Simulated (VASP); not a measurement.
**Ta6C: single point with PBE**

Ta6C, a slab with vacuum:

```
Ta C
1.0
     4.69373    0.00000    0.00000
    -2.34686    4.06489    0.00000
     0.00000    0.00000   19.98819
Ta C
6 1
Direct
  0.66667 0.33333 0.20012
  0.33333 0.66667 0.24805
  0.00000 0.00000 0.29599
  0.66667 0.33333 0.34018
  0.33333 0.66667 0.38197
  0.00000 0.00000 0.42466
  0.11111 0.22222 0.50618
```

* Program: VASP 6.6.1
* Task: single point
* Functional: PBE
* Potentials or basis: VASP PAW PBE potentials, release 64 (Ta_pv, C)
* Cutoff: 520 eV
* k mesh: 6 × 6 × 1
* Occupations: gaussian, width 0.1 eV
* Spin: no spin polarisation

```json
{"Largest force": "2.450 eV/Å", "Band gap on the k mesh": "zero (bands 35 and 36 overlap by 0.08 eV)"}
```

Forces on the atoms (eV/Å):
```
Ta   0.000  0.056  2.065
Ta   0.000 -0.109 -0.346
Ta   0.000  0.047 -2.450
Ta   0.000  0.085 -0.628
Ta   0.000 -0.575  1.057
Ta   0.000 -0.999  0.177
C    0.000  1.495  0.124
```

Levels at points of the mesh, in eV from the Fermi level:
```
           k point  band 33  band 34  band 35  band 36  band 37  band 38
(0.00, 0.00, 0.00)    -0.55    -0.41    -0.05    -0.02     0.15     0.49
(0.50, 0.00, 0.00)    -0.77    -0.33    -0.06     0.01     0.41     1.01
(0.00, 0.50, 0.00)    -0.59    -0.40    -0.30     0.08     0.17     0.68
```

It took 9.7 min on 1 thread of AMD EPYC 7R13 Processor (Zen 3), with other jobs on the host, peak memory 0.52 GiB.

Caveat: spin-orbit coupling is left out, which moves the levels of the heavy elements.
